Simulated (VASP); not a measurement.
Write the native input for VASP 6.6.1 that does the following.

- Task: relaxation of cell and atoms
- Functional: PBE
- Potentials or basis: VASP PAW PBE potentials, release 64 (Pt)
- Cutoff: 600 eV
- k mesh: 8 × 8 × 8
- Occupations: gaussian, width 0.1 eV
- Spin: no spin polarisation
- Dipole correction: no
- Further INCAR settings: ALGO = Fast; EDIFF = 1e-06; IBRION = 2; EDIFFG = -0.04; NSW = 90; ISIF = 3

The structure of Pt lies in POSCAR:

```
Pt
1.0
   -1.3931646063      1.3931646063      2.1194967117
    1.3931646063     -1.3931646063      2.1194967117
    1.3931646063      1.3931646063     -2.1194967117
Pt
1
Direct
    0.0000000000      0.0000000000      0.0000000000
```

The input as run:

INCAR

```
PREC = Accurate ; ENCUT = 600
EDIFF = 1E-6 ; ISMEAR = 0
SIGMA = 0.1 ; LREAL = F
LASPH = T ; NELM = 80
ALGO = Fast ; ISIF = 3
LWAVE = F ; LCHARG = F
GGA = PE ; IBRION = 2
NSW = 90 ; EDIFFG = -0.04
```

KPOINTS

```
regular mesh
0
Gamma
  8 8 8
```

Potentials or basis: VASP PAW PBE potentials, release 64 (Pt).

Run with:

```bash
$ cat potpaw_PBE.64/Pt/POTCAR > POTCAR
$ mpirun -np 1 vasp_std > vasp.out
```

It gave:

```
Relaxed volume                        : 15.58 Å³/atom
Relaxed cell                          : a = 2.803 Å, b = 2.803 Å, c = 2.803 Å, α = 120.01°, β = 120.01°, γ = 89.99°
Space group after relaxing (to 0.1 Å) : Fm-3m (No. 225)
Energy gained by relaxing             : 56.6 meV/atom
Ionic steps                           : 9
Pressure after relaxing               : 0.0 GPa
Band gap on the k mesh                : zero (bands 5 and 6 overlap by 2.10 eV)
```

Caveat: spin-orbit coupling is left out, which moves the levels of the heavy elements.

Run time: 120 s on 1 thread of AMD EPYC 7R13, on a shared host, peak memory 0.13 GiB.
